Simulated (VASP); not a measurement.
Crystal: LaY4F.

```
La Y F
1.0
     0.00000    4.04372    4.04372
     4.04372    0.00000    4.04372
     4.04372    4.04372    0.00000
La Y F
1 4 1
Direct
  0.00000 0.00000 0.00000
  0.87697 0.37434 0.37434
  0.37434 0.37434 0.37434
  0.37434 0.87697 0.37434
  0.37434 0.37434 0.87697
  0.75000 0.75000 0.75000
```

```yaml
Program: VASP 6.6.1
Task: relaxation of cell and atoms
Functional: PBE
Potentials_or_basis: VASP PAW PBE potentials, release 64 (La, Y_sv, F)
Cutoff: 600 eV
k_mesh: 4 × 4 × 4
Occupations: gaussian, width 0.1 eV
Spin: no spin polarisation
```

At the start: pressure 21.4 GPa; volume 22.04 Å³/atom.

**Question.** Where does the relaxation end?

**Answer.** Over 8 steps the energy falls by 609.8 meV/atom and the volume is 34.43 Å³/atom (+56.2 %); space group F-43m (No. 216, to 0.05 Å).

Step by step:
| step | energy change (eV) | largest force (eV/Å) | pressure (GPa) | volume (Å³) |
| --- | --- | --- | --- | --- |
| 1 | 0.0000 | 0.1244 | 21.38 | 132.24 |
| 2 | -3.6102 | 0.2176 | 1.39 | 196.92 |
| 3 | -3.6162 | 0.2626 | -1.14 | 215.00 |
| 4 | -3.6489 | 0.2456 | 0.00 | 206.25 |
| 5 | -3.6478 | 0.2412 | 0.24 | 204.55 |
| 6 | -3.6561 | 0.0936 | 0.23 | 204.78 |
| 7 | -3.6578 | 0.0089 | 0.22 | 204.94 |
| 8 | -3.6589 | 0.0001 | 0.00 | 206.60 |

Final structure:
```yaml
crystal:
  lattice:
    - [0.00000, 4.69209, 4.69209]
    - [4.69209, 0.00000, 4.69209]
    - [4.69209, 4.69209, 0.00000]
  atoms:
    - { symbol: La, position: [0.00000, 0.00000, 0.00000] }
    - { symbol: Y, position: [0.87931, 0.37356, 0.37356] }
    - { symbol: Y, position: [0.37356, 0.37356, 0.37356] }
    - { symbol: Y, position: [0.37356, 0.87931, 0.37356] }
    - { symbol: Y, position: [0.37356, 0.37356, 0.87931] }
    - { symbol: F, position: [0.75000, 0.75000, 0.75000] }
```

Caveat: the volume moved by over 15 % at a fixed basis, so the end points are rough.
